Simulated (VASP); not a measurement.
LiZr4N: single point with PBE

Crystal: LiZr4N.

```
Li Zr N
1.0
     3.19899    0.00000    0.00000
    -1.59949    2.77041    0.00000
     0.00000    0.00000   13.42290
Li Zr N
1 4 1
Cartesian
  0.0000 0.0000 0.0000
  1.5995 0.9235 5.3918
  0.0000 1.8469 8.0311
  1.5995 0.9235 10.6878
  0.0000 1.8469 2.7351
  0.0000 0.0000 6.7114
```

```yaml
Program: VASP 6.6.1
Task: single point
Functional: PBE
Potentials_or_basis: VASP PAW PBE potentials, release 64 (Li_sv, Zr_sv, N)
Cutoff: 520 eV
k_mesh: 12 × 12 × 4
Occupations: gaussian, width 0.1 eV
Spin: no spin polarisation
Dipole_correction: no
Further_INCAR_settings: ALGO = Normal; EDIFF = 1e-07; NBANDS = 37
```

```
Largest force          : 0.023 eV/Å
Band gap on the k mesh : zero (bands 28 and 29 overlap by 0.71 eV)
```

Forces in eV/Å, atoms in the order of the input:
```
Li   0.000  0.000  0.000
Zr   0.000  0.000 -0.023
Zr   0.000  0.000  0.023
Zr   0.000  0.000  0.002
Zr   0.000  0.000 -0.002
N    0.000  0.000  0.000
```

Levels at points of the mesh, in eV from the Fermi level:
```
           k point  band 25  band 26  band 27  band 28  band 29  band 30  band 31  band 32
(0.00, 0.00, 0.00)    -1.65    -0.39    -0.02     0.34     0.80     0.80     1.24     1.24
(0.50, 0.00, 0.00)    -1.36    -1.33    -0.20    -0.04     0.39     1.03     1.69     1.84
(0.00, 0.00, 0.50)    -1.75    -0.38    -0.07     0.36     0.80     0.80     1.24     1.24
(0.50, 0.00, 0.50)    -1.45    -1.29    -0.12    -0.10     0.39     1.10     1.62     1.81
```

Wall time 7.8 min on 1 thread of Intel Xeon 8259CL, with other jobs on the host, peak memory 0.39 GiB.
